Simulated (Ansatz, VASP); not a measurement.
# Li3Ta2O in VASP and in Ansatz

```xyz
6
Lattice="3.3721 0.0000 0.0000 -1.6860 2.9203 0.0000 0.0000 0.0000 8.2896" Properties=species:S:1:pos:R:3 pbc="T T T"
Li    0.0000    0.0000    4.1448
Li    0.0000    1.9469    1.2545
Li    1.6860    0.9734    7.0351
Ta    0.0000    1.9469    5.5857
Ta    1.6860    0.9734    2.7038
O     0.0000    0.0000    0.0000
```

Change from the starting cell: species swapped into the K3I2Br type (P-3m1, No. 164).

Alike in both runs: task single point; functional PBE; k mesh 6 × 6 × 2; occupations gaussian, width 0.1 eV; collinear spin.

```csv
,VASP,Ansatz
version,VASP 6.6.1,Ansatz 0.2.0
potentials or method,"VASP PAW PBE potentials, release 64 (Li_sv, Ta_pv, O), cutoff 520 eV","scalar-relativistic, plane waves, PAW"
valence electrons in the cell,37,41
```

VASP gave:

```
gap on the k mesh at the Fermi level (eV) : none
rms of the force components (eV/Å)        : 1.591
net moment per atom (μB)                  : 0.00
```

Q: What did Ansatz give for the same quantities?

A: gap on the k mesh at the Fermi level (eV): none; rms of the force components (eV/Å): 1.590; net moment per atom (μB): 0.00.

Atom by atom the forces differ by 0.001 eV/Å (rms over components). A gap of «none» marks a metal or a gap that the smearing closes. VASP's potentials hold 37 valence electrons a cell and Ansatz's 41, so a difference there can come from the potentials and not from the codes. Ansatz's warnings: seeded moment not kept.

The k mesh is coarse, so the values compare programs but aren't converged. Neither program's run includes spin-orbit coupling. Noted on VASP's run: the cutoff is under 1.25 times that of the potentials, so the pressure is a little rough.
